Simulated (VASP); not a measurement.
# Sc (Pm-3m) in VASP: a series of runs

The runs below take Sc through single point, relaxation of cell and atoms, with PBEsol.

All numbers are computed with VASP 6.6.1; they aren't measurements. Logs are shortened: lines on timing, memory, paths and dates and some standing lists are left out, and cuts for length are marked.

## (1) The cell of the first run

Symmetry: Pm-3m, No. 221, cubic system. The conventional cell has a = 2.970 Å, b = 2.970 Å, c = 2.970 Å, α = 90.00°, β = 90.00°, γ = 90.00°. Sc (site symmetry m-3m) has 6 Sc at 2.97 Å within 3.9 Å.

## (2) Single point, PBEsol

The input, INCAR:

```
  PREC = Accurate
  ENCUT = 520
  EDIFF = 1E-7
  ISMEAR = 0
  SIGMA = 0.1
  LREAL = False
  LASPH = True
  NELM = 100
  ALGO = Normal
  ISIF = 2
  LWAVE = False
  LCHARG = False
  GGA = PS
  NBANDS = 12
```

The input, KPOINTS:

```
regular mesh
0
Gamma
  6 6 6
```

The input, POSCAR:

```
Sc
1.0
    2.9696679687      0.0000000000      0.0000000000
    0.0000000000      2.9696679687      0.0000000000
    0.0000000000      0.0000000000      2.9696679687
Sc
1
Direct
    0.0000000000      0.0000000000      0.0000000000
```

Potentials or basis: VASP PAW PBE potentials, release 64 (Sc_sv).

The run is started by

```
> cat potpaw_PBE.64/Sc_sv/POTCAR > POTCAR
> mpirun -np 1 vasp_std > vasp.out
```

OUTCAR:

```text
PREC = Accurate
   ENCUT = 520
   EDIFF = 1E-7
   ISMEAR = 0
   LREAL = False
   LASPH = True
   NELM = 100
   ISIF = 2
   GGA = PS

 ion  position               nearest neighbor table
   1  0.000  0.000  0.000-

  LATTYP: Found a simple cubic cell.
 ALAT       =     2.9696679687

  Lattice vectors:

 A1 = (   2.9696679687,   0.0000000000,   0.0000000000)
 A2 = (   0.0000000000,   2.9696679687,   0.0000000000)
 A3 = (   0.0000000000,   0.0000000000,   2.9696679687)

Analysis of symmetry for initial positions (statically):
=====================================================================
 Subroutine PRICEL returns:
 Original cell was already a primitive cell.

 Routine SETGRP: Setting up the symmetry group for a
 simple cubic supercell.

 Subroutine GETGRP returns: Found 48 space group operations
 (whereof 48 operations were pure point group operations)
 out of a pool of 48 trial point group operations.

The static configuration has the point symmetry O_h .

Analysis of symmetry for dynamics (positions and initial velocities):
=====================================================================
 Subroutine PRICEL returns:
 Original cell was already a primitive cell.

 Routine SETGRP: Setting up the symmetry group for a
 simple cubic supercell.

 Subroutine GETGRP returns: Found 48 space group operations
 (whereof 48 operations were pure point group operations)
 out of a pool of 48 trial point group operations.

The dynamic configuration has the point symmetry O_h .

 Subroutine INISYM returns: Found 48 space group operations
 (whereof 48 operations are pure point group operations),
 and found     1 'primitive' translations

----------------------------------------------------------------------------------------

                                     Primitive cell

  volume of cell :      26.1893

  direct lattice vectors                    reciprocal lattice vectors
     2.969667969  0.000000000  0.000000000     0.336737982  0.000000000  0.000000000
     0.000000000  2.969667969  0.000000000     0.000000000  0.336737982  0.000000000
     0.000000000  0.000000000  2.969667969     0.000000000  0.000000000  0.336737982

  length of vectors
     2.969667969  2.969667969  2.969667969     0.336737982  0.336737982  0.336737982

  position of ions in fractional coordinates (direct lattice)
     0.000000000  0.000000000  0.000000000

  ion indices of the primitive-cell ions
   primitive index   ion index
                 1           1

----------------------------------------------------------------------------------------

 KPOINTS: regular mesh

Automatic generation of k-mesh.
 Grid dimensions read from file:
 generate k-points for:    6    6    6

 Generating k-lattice:

  Cartesian coordinates                     Fractional coordinates (reciprocal lattice)
     0.056122997  0.000000000  0.000000000     0.166666667  0.000000000  0.000000000
     0.000000000  0.056122997  0.000000000     0.000000000  0.166666667  0.000000000
     0.000000000  0.000000000  0.056122997     0.000000000  0.000000000  0.166666667

  Length of vectors
     0.056122997  0.056122997  0.056122997

  Shift w.r.t. Gamma in fractional coordinates (k-lattice)
     0.000000000  0.000000000  0.000000000

 Subroutine IBZKPT returns following result:
 ===========================================

 Found     20 irreducible k-points:

 Following reciprocal coordinates:
            Coordinates               Weight
  0.000000  0.000000  0.000000      1.000000
  0.166667  0.000000  0.000000      6.000000
  0.333333  0.000000  0.000000      6.000000
  0.500000  0.000000  0.000000      3.000000
  0.166667  0.166667  0.000000     12.000000
  0.333333  0.166667  0.000000     24.000000
[... 12 lines left out ...]
  0.500000  0.500000  0.333333      6.000000
  0.500000  0.500000  0.500000      1.000000
   k-points           NKPTS =     20   k-points in BZ     NKDIM =     20   number of bands    NBANDS=     12
   number of dos      NEDOS =    301   number of ions     NIONS =      1
   total plane-waves  NPLWV =  13824
   dimension x,y,z NGX =    24 NGY =   24 NGZ =   24
   dimension x,y,z NGXF=    48 NGYF=   48 NGZF=   48
   ions per type =               1
   NGX,Y,Z   is equivalent  to a cutoff of  13.44, 13.44, 13.44 a.u.
   NGXF,Y,Z  is equivalent  to a cutoff of  26.87, 26.87, 26.87 a.u.
 SYSTEM =  unknown system
   PREC   = accura    normal or accurate (medium, high low for compatibility)
   ISTART =      0    job   : 0-new  1-cont  2-samecut
   ICHARG =      2    charge: 1-file 2-atom 10-const
   ISPIN  =      1    spin polarized calculation?
   LNONCOLLINEAR =      F non collinear calculations
   LSORBIT =      F    spin-orbit coupling
   LASPH  =      T    aspherical Exc in radial PAW
   ENCUT  =  520.0 eV  38.22 Ry    6.18 a.u.   5.52  5.52  5.52*2*pi/ulx,y,z
   NELM   =    100;   NELMIN=  2; NELMDL= -5     # of ELM steps
   EDIFF  = 0.1E-06   stopping-criterion for ELM
   LREAL  =      F    real-space projection
   EDIFFG = 0.1E-05   stopping-criterion for IOM
   NSW    =      0    number of steps for IOM
   IBRION =     -1    ionic relax: 0-MD 1-quasi-New 2-CG
   NFREE  =      0    steps in history (QN), initial steepest desc. (CG)
   ISIF   =      2    stress and relaxation
   ISYM   =      2    0-nonsym 1-usesym 2-fastsym
   POTIM  = 0.5000    time-step for ionic-motion
   TEBEG  =    0.0;   TEEND  =   0.0 temperature during run
   PSTRESS=    0.0 pullay stress
   NELECT =      11.0000    total number of electrons
   NUPDOWN=      -1.0000    fix difference up-down
   EMIN   =  10.00;   EMAX   =-10.00  energy-range for DOS
   EFERMI =   0.00;   METHOD = LEGACY
   ISMEAR =     0;   SIGMA  =   0.10  broadening in eV -4-tet -1-fermi 0-gaus
   EFERMI_NEDOS =   21; number of points for ismear=-14 and -15
   IALGO  =     38    algorithm
   IMIX   =      4    mixing-type and parameters
     AMIX     =   0.40;   BMIX     =  1.00
     AMIX_MAG =   1.60;   BMIX_MAG =  1.00
  volume/ion in A,a.u.               =      26.19       176.73
  Fermi-wavevector in a.u.,A,eV,Ry     =   1.226021  2.316843 20.451284  1.503127
  Thomas-Fermi vector in A             =   2.361037
   LORBIT       =      0    0 simple, 1 ext, 2 COOP (PROOUT), +10 PAW based schemes
   GGA     = PS    functional components
   LHFCALC =     F    Hartree Fock is set to
   AEXX    =    0.0000 exact exchange contribution
   IVDW    =     0    specifies the selected vdW correction
   LEPSILON=     F    determine dielectric tensor
   LRPA    =     F    only Hartree local field effects (RPA)
 non-spin polarized calculation
 Gauss-broadening in eV      SIGMA  =   0.10
  energy-cutoff  :      520.00
  volume of cell :       26.19
 maximum number of plane-waves:       739
 NGX is ok and might be reduce to    24
   NGX = 11   NGY = 11   NGZ = 11

 number of electron      10.9999998 magnetization

 Free energy of the ion-electron system (eV)
  ---------------------------------------------------
  ext. energy  EPLUGINS =         0.00000000
  ---------------------------------------------------
  free energy    TOTEN  =        -5.85127522 eV

  energy without entropy =       -5.83658764  energy(sigma->0) =       -5.84393143

 E-fermi :   3.3542     XC(G=0):  -9.6839

 val. band max:        3.3431702494   @ k =   0.3333   0.1667   0.0000
 cond. band min:       3.4363227219   @ k =   0.1667   0.1667   0.0000
 fundamental gap:      0.0931524725
 Fermi energy:         3.3542004685

 k-point     1 :       0.0000    0.0000    0.0000
  band No.  band energies     occupation
      1     -46.1305      2.00000
      2     -24.5905      2.00000
      3     -24.5905      2.00000
      4     -24.5905      2.00000
      5      -1.6712      2.00000
      6       2.8466      2.00000
      7       2.8466      2.00000
      8       7.1063      0.00000
      9       7.1063      0.00000
     10       7.1063      0.00000
     11      15.4716      0.00000
     12      15.4716      0.00000

 k-point     2 :       0.1667    0.0000    0.0000
  band No.  band energies     occupation
      1     -46.1148      2.00000
      2     -24.7238      2.00000
      3     -24.5791      2.00000
      4     -24.5791      2.00000
      5      -1.1237      2.00000
      6       2.9856      2.00000
      7       3.1524      1.99568
      8       6.6531      0.00000
      9       6.6531      0.00000
     10       7.1408      0.00000
     11      12.7352      0.00000
     12      16.3667      0.00000

 k-point     3 :       0.3333    0.0000    0.0000
  band No.  band energies     occupation
      1     -46.0831      2.00000
      2     -24.9832      2.00000
      3     -24.5562      2.00000
      4     -24.5562      2.00000
      5       0.2950      2.00000
      6       3.2838      1.68062
      7       3.4512      0.17022
      8       5.8961      0.00000
      9       5.8961      0.00000
     10       7.2108      0.00000
     11      10.0352      0.00000
     12      17.4971      0.00000
[... 226 lines left out ...]
 k-point    19 :       0.5000    0.5000    0.3333
  band No.  band energies     occupation
      1     -45.9622      2.00000
      2     -24.9863      2.00000
      3     -24.9863      2.00000
      4     -24.8554      2.00000
      5       2.5132      2.00000
      6       3.3339      1.22590
      7       3.3339      1.22590
      8       6.4442      0.00000
      9       8.0721      0.00000
     10      10.5045      0.00000
     11      10.5045      0.00000
     12      11.4492      0.00000

 k-point    20 :       0.5000    0.5000    0.5000
  band No.  band energies     occupation
      1     -45.9474      2.00000
      2     -24.9696      2.00000
      3     -24.9696      2.00000
      4     -24.9696      2.00000
      5       2.8899      2.00000
      6       2.8899      2.00000
      7       2.8899      2.00000
      8       8.0932      0.00000
      9       8.0932      0.00000
     10      10.7367      0.00000
     11      11.5901      0.00000
     12      11.5901      0.00000

------------------------ aborting loop because EDIFF is reached ----------------------------------------

  FORCE on cell =-STRESS in cart. coord.  units (eV):
  Direction    XX          YY          ZZ          XY          YZ          ZX
  --------------------------------------------------------------------------------------
  -------------------------------------------------------------------------------------
  Total       -0.3282268     -0.3282268     -0.3282268     -0.0000000     -0.0000000      0.0000000
  in kB      -20.0798699    -20.0798699    -20.0798699     -0.0000000     -0.0000000      0.0000000
  external PRESSURE =     -20.0798699 kB  Pullay stress =       0.0000000 kB

 VOLUME and BASIS-vectors are now :
 -----------------------------------------------------------------------------
  energy-cutoff  :      520.00
  volume of cell :       26.19
      direct lattice vectors                 reciprocal lattice vectors
     2.969667969  0.000000000  0.000000000     0.336737982  0.000000000  0.000000000
     0.000000000  2.969667969  0.000000000     0.000000000  0.336737982  0.000000000
     0.000000000  0.000000000  2.969667969     0.000000000  0.000000000  0.336737982

 POSITION                                       TOTAL-FORCE (eV/Angst)
 -----------------------------------------------------------------------------------
      0.00000      0.00000      0.00000         0.000000      0.000000      0.000000
 -----------------------------------------------------------------------------------
    total drift:                                0.000000     -0.000000      0.000000

  FREE ENERGIE OF THE ION-ELECTRON SYSTEM (eV)
  ---------------------------------------------------
  free  energy   TOTEN  =        -5.8512752167 eV

  energy  without entropy=       -5.8365876360  energy(sigma->0) =       -5.84393143
```

Run time: 2.5 s. Hardware: 1 thread of Intel Xeon 6975P-C (Granite Rapids), shared host; peak memory 0.13 GiB.

Results:

```
Free energy : -5.8513 eV
Pressure    : -2.0 GPa
```

Levels at points of the mesh, in eV from the Fermi level:
| k point | band 2 | band 3 | band 4 | band 5 | band 6 | band 7 | band 8 | band 9 | band 10 | band 11 |
| --- | --- | --- | --- | --- | --- | --- | --- | --- | --- | --- |
| (0.00, 0.00, 0.00) | -27.94 | -27.94 | -27.94 | -5.03 | -0.51 | -0.51 | 3.75 | 3.75 | 3.75 | 12.12 |
| (0.50, 0.00, 0.00) | -28.46 | -27.90 | -27.90 | -1.71 | -0.53 | 0.09 | 2.21 | 2.21 | 3.89 | 5.94 |
| (0.50, 0.50, 0.00) | -28.39 | -28.39 | -27.86 | -1.72 | 0.19 | 2.56 | 2.56 | 3.59 | 3.59 | 4.66 |
| (0.50, 0.50, 0.50) | -28.32 | -28.32 | -28.32 | -0.46 | -0.46 | -0.46 | 4.74 | 4.74 | 7.38 | 8.24 |

Caveat: the PAW data sets were made with another functional, which shifts forces and pressure a little.

## (3) Single point, PBEsol

This run uses another cell than the first one, of 24.68 Å³/atom, 0.942 times its volume.

The input, INCAR:

```
PREC     = Accurate       # precision mode
ENCUT    = 520            # plane-wave cutoff, eV
EDIFF    = 1E-6           # SCF threshold, eV
ISMEAR   = 0              # smearing method
SIGMA    = 0.1            # smearing width, eV
LREAL    = F              # projectors in reciprocal space
LASPH    = T              # aspherical terms in the spheres
NELM     = 60             # most SCF steps
ALGO     = Normal         # electronic algorithm
ISIF     = 2              # what is computed and relaxed
LWAVE    = F              # write WAVECAR
LCHARG   = T              # write CHGCAR
GGA      = PS             # functional
LELF     = T              # ELF
LVHAR    = T            
NBANDS   = 12             # bands
```

The input, KPOINTS:

```
regular mesh
0
Gamma
  18 18 18
```

The input, POSCAR:

```
Sc
1.0
    2.9116061924      0.0000000000      0.0000000000
    0.0000000000      2.9116061924      0.0000000000
    0.0000000000      0.0000000000      2.9116061924
Sc
1
Direct
    0.0000000000      0.0000000000      0.0000000000
```

Potentials or basis: VASP PAW PBE potentials, release 64 (Sc_sv).

The run is started by

```
> cat potpaw_PBE.64/Sc_sv/POTCAR > POTCAR
> mpirun -np 1 vasp_std > vasp.out
```

Wall time 15 s (1 thread of Intel Xeon 6975P-C (Granite Rapids), shared host); peak memory 0.18 GiB.

The run converged. Its results:

```
Free energy : -5.8431 eV
Pressure    : 0.0 GPa
```

Levels at points of the mesh, in eV from the Fermi level:
```csv
k point,band 1,band 2,band 3,band 4,band 5,band 6,band 7,band 8,band 9,band 10
"(0.00, 0.00, 0.00)",-49.37,-27.78,-27.78,-27.78,-5.11,-0.56,-0.56,4.01,4.01,4.01
"(0.50, 0.00, 0.00)",-49.29,-28.40,-27.73,-27.73,-1.68,-0.46,0.08,2.34,2.34,4.16
"(0.50, 0.50, 0.00)",-49.21,-28.31,-28.31,-27.67,-1.88,0.25,2.72,2.72,3.89,3.89
"(0.50, 0.50, 0.50)",-49.14,-28.23,-28.23,-28.23,-0.54,-0.54,-0.54,5.08,5.08,7.52
```

Caveat: the PAW data sets were made with another functional, which shifts forces and pressure a little.

## (4) Relaxation of cell and atoms, PBEsol

The input, INCAR:

```
PREC = Accurate
ENCUT = 600
EDIFF = 1E-7
ISMEAR = 0
SIGMA = 0.1
LREAL = False
LASPH = True
NELM = 80
ALGO = Normal
ISIF = 3
LWAVE = False
LCHARG = False
GGA = PS
IBRION = 2
NSW = 100
EDIFFG = -0.01
```

KPOINTS is that of step 3.

The input, POSCAR:

```
Sc
1.0
    2.9696679687      0.0000000000      0.0000000000
    0.0000000000      2.9696679687      0.0000000000
    0.0000000000      0.0000000000      2.9696679687
Sc
1
Direct
    0.0000000000      0.0000000000      0.0000000000
```

The run is started by

```
> cat potpaw_PBE.64/Sc_sv/POTCAR > POTCAR
> mpirun -np 1 vasp_std > vasp.out
```

Run time: 29 s. Hardware: 1 thread of Intel Xeon 6975P-C (Granite Rapids), shared host; peak memory 0.19 GiB.

It converged, with:

```
Free energy                            : -5.8436 eV
Relaxed volume                         : 24.77 Å³/atom
Relaxed cell                           : a = 2.915 Å, b = 2.915 Å, c = 2.915 Å, α = 90.00°, β = 90.00°, γ = 90.00°
Space group after relaxing (to 0.05 Å) : Pm-3m (No. 221)
Energy gained by relaxing              : 9.1 meV/atom
Ionic steps                            : 3
Pressure after relaxing                : 0.0 GPa
```

Step by step:
```tsv
step	energy change (eV)	largest force (eV/Å)	pressure (GPa)	volume (Å³)
1	0.0000	0.0000	-1.95	26.19
2	-0.0088	0.0000	-0.36	25.00
3	-0.0091	0.0000	-0.03	24.77
```

Final structure:
```xyz
1
Lattice="2.9150 0.0000 0.0000 0.0000 2.9150 0.0000 0.0000 0.0000 2.9150" Properties=species:S:1:pos:R:3 pbc="T T T"
Sc    0.0000    0.0000    0.0000
```

Levels at points of the mesh, in eV from the Fermi level:
```csv
k point,band 2,band 3,band 4,band 5,band 6,band 7,band 8,band 9
"(0.00, 0.00, 0.00)",-27.79,-27.79,-27.79,-5.11,-0.55,-0.55,4.00,4.00
"(0.50, 0.00, 0.00)",-28.41,-27.74,-27.74,-1.68,-0.46,0.09,2.34,2.34
"(0.50, 0.50, 0.00)",-28.32,-28.32,-27.69,-1.87,0.25,2.71,2.71,3.87
"(0.50, 0.50, 0.50)",-28.24,-28.24,-28.24,-0.53,-0.53,-0.53,5.06,5.06
```

Caveat: the PAW data sets were made with another functional, which shifts forces and pressure a little.

## (5) Summary

```csv
task,cell,k mesh,cutoff (eV),gap on the mesh (eV),pressure (GPa)
single point,"a = 2.970 Å, 1 atom",6 × 6 × 6,520,none,-2.0
single point,"a = 2.912 Å, 1 atom",18 × 18 × 18,520,none,0.0
relaxation of cell and atoms,"relaxed from a = 2.970 Å, 1 atom",18 × 18 × 18,600,none,0.0
```

Alike in all rows: level PBEsol; potentials or basis VASP PAW PBE potentials, release 64 (Sc_sv); no spin polarisation; smearing gaussian 0.1 eV.

Caveats: the PAW data sets were made with another functional, which shifts forces and pressure a little.

Absolute energies hang on the potentials; compare differences alone.
